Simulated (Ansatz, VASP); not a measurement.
Two plane-wave programs on GaSb3

```
Ga Sb
1.0
     0.00000    3.96287    3.09104
     3.96287    0.00000    3.09104
     3.96287    3.96287    0.00000
Ga Sb
1 3
Direct
  0.00000 0.00000 0.00000
  0.25000 0.25000 0.25000
  0.75000 0.75000 0.75000
  0.50000 0.50000 0.50000
```

Alike in both runs: task single point; functional PBE; dispersion D3(BJ); k mesh 12 × 12 × 12; occupations gaussian, width 0.15 eV; no spin polarisation.

```csv
,VASP,Ansatz
version,VASP 6.6.1,Ansatz 0.2.0
potentials or method,"VASP PAW PBE potentials, release 64 (Ga_d, Sb), cutoff 520 eV","scalar-relativistic, plane waves, PAW"
valence electrons in the cell,28,58
```

Ansatz gave:

| Item | Value |
| --- | --- |
| gap on the k mesh at the Fermi level (eV) | none |
| pressure (GPa) | 2.1 |
| traceless stress, the component that is largest in VASP (GPa) | 2.47 |

Problem. Which values does VASP return?

Solution. gap on the k mesh at the Fermi level (eV): none; pressure (GPa): 2.0; traceless stress, the component that is largest in VASP (GPa): 2.49.

A gap of «none» marks a metal or a gap that the smearing closes. VASP's potentials hold 28 valence electrons a cell and Ansatz's 58, so a difference there can come from the potentials and not from the codes.

Spin-orbit coupling is off throughout.
